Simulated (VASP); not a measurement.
# Nb: relaxation of volume and atoms at fixed shape with r2SCAN

Nb:

```
Nb
1.0
     0.00000    2.11500    2.11500
     2.11500    0.00000    2.11500
     2.11500    2.11500    0.00000
Nb
1
Direct
  0.00000 0.00000 0.00000
```

This isn't the form of Nb at room conditions, which is bcc.

```
Program                : VASP 6.6.1
Task                   : relaxation of volume and atoms at fixed shape
Functional             : r2SCAN
Potentials or basis    : VASP PAW PBE potentials, release 64 (Nb_sv)
Cutoff                 : 600 eV
k mesh                 : 19 × 19 × 19
Occupations            : methfessel-paxton, width 0.05 eV
Spin                   : no spin polarisation
Dipole correction      : no
Further INCAR settings : ALGO = Normal; EDIFF = 1e-06; IBRION = 2; EDIFFG = -0.02; NSW = 80; ISIF = 8
```

* Relaxed volume: 18.66 Å³/atom
* Relaxed cell: a = 2.977 Å, b = 2.977 Å, c = 2.977 Å, α = 60.00°, β = 60.00°, γ = 60.00°
* Space group after relaxing (to 0.1 Å): Fm-3m (No. 225)
* Energy gained by relaxing: 1.9 meV/atom
* Ionic steps: 3
* Pressure after relaxing: 0.0 GPa
* Band gap on the k mesh: zero (an odd number of electrons rules out a gap without spin polarisation)

The path:
| step | energy change (eV) | largest force (eV/Å) | pressure (GPa) | volume (Å³) |
| --- | --- | --- | --- | --- |
| 1 | 0.0000 | 0.0000 | -2.33 | 18.92 |
| 2 | 0.0049 | 0.0000 | 4.67 | 18.18 |
| 3 | -0.0019 | 0.0000 | -0.03 | 18.66 |

Final structure:
```
Nb
1.0
     0.00000    2.10522    2.10522
     2.10522    0.00000    2.10522
     2.10522    2.10522    0.00000
Nb
1
Direct
  0.00000 0.00000 0.00000
```

Levels at points of the mesh, in eV from the Fermi level:
```csv
k point,band 4,band 5,band 6,band 7,band 8,band 9
"(0.00, 0.00, 0.00)",-31.24,-6.61,0.14,0.14,0.14,2.99
```

Run time: 6.3 min on 1 thread of Intel(R) Xeon(R) Platinum 8259CL CPU @ 2.50GHz (Skylake/Cascade Lake), with other jobs on the host, peak memory 0.19 GiB.

Caveat: the PAW data sets were made with another functional, which shifts forces and pressure a little.
